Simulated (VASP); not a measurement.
Wanted: the native input for a VASP 6.6.1 run.

| Quantity | Value |
| --- | --- |
| Task | single point |
| Functional | PBEsol |
| Potentials or basis | VASP PAW PBE potentials, release 64 (Fe) |
| Cutoff | 520 eV |
| k mesh | 9 × 9 × 13 |
| Occupations | fermi-dirac, width 0.1 eV |
| Spin | no spin polarisation |
| Dipole correction | no |
| Further INCAR settings | ALGO = Normal; EDIFF = 1e-06; NBANDS = 19 |

The structure of Fe lies in POSCAR:

```
Fe
1.0
    3.8094953719      0.0000000000      0.0000000000
   -1.9047476859      3.2991197677      0.0000000000
    0.0000000000      0.0000000000      2.3929989098
Fe
3
Direct
    1.0000000000      1.0000000000      0.0000000000
    0.3333333333      0.6666666667      0.5000000000
    0.6666666667      0.3333333333      0.5000000000
```

This isn't the form of Fe at room conditions, which is bcc.

One way to write it, as run:

INCAR

```
SYSTEM = Fe
ALGO     = Normal         ! electronic algorithm
EDIFF    = 1E-6           ! SCF threshold, eV
ENCUT    = 520            ! plane-wave cutoff, eV
GGA      = PS             ! functional
ISIF     = 2              ! what is computed and relaxed
ISMEAR   = -1             ! smearing method
LASPH    = .True.         ! aspherical terms in the spheres
LCHARG   = .False.        ! write CHGCAR
LREAL    = .False.        ! projectors in reciprocal space
LWAVE    = .False.        ! write WAVECAR
NBANDS   = 19             ! bands
NELM     = 60             ! most SCF steps
PREC     = Accurate       ! precision mode
SIGMA    = 0.1            ! smearing width, eV
```

KPOINTS

```
k-points
0
Gamma
  9 9 13
  0 0 0
```

Potentials or basis: VASP PAW PBE potentials, release 64 (Fe).

Launch:

```bash
$ cat potpaw_PBE.64/Fe/POTCAR > POTCAR
$ mpirun -np 1 vasp_std > vasp.out
```

Results of the run:

```yaml
Pressure: -0.3 GPa
Band_gap_on_the_k_mesh: zero (bands 12 and 13 overlap by 1.49 eV)
```

Caveat: the PAW data sets were made with another functional, which shifts forces and pressure a little; the run has no spin polarisation, though such a crystal can be magnetic.

Wall time 36 s on 1 thread of Intel Xeon 8259CL, with other jobs on the host, peak memory 0.16 GiB.
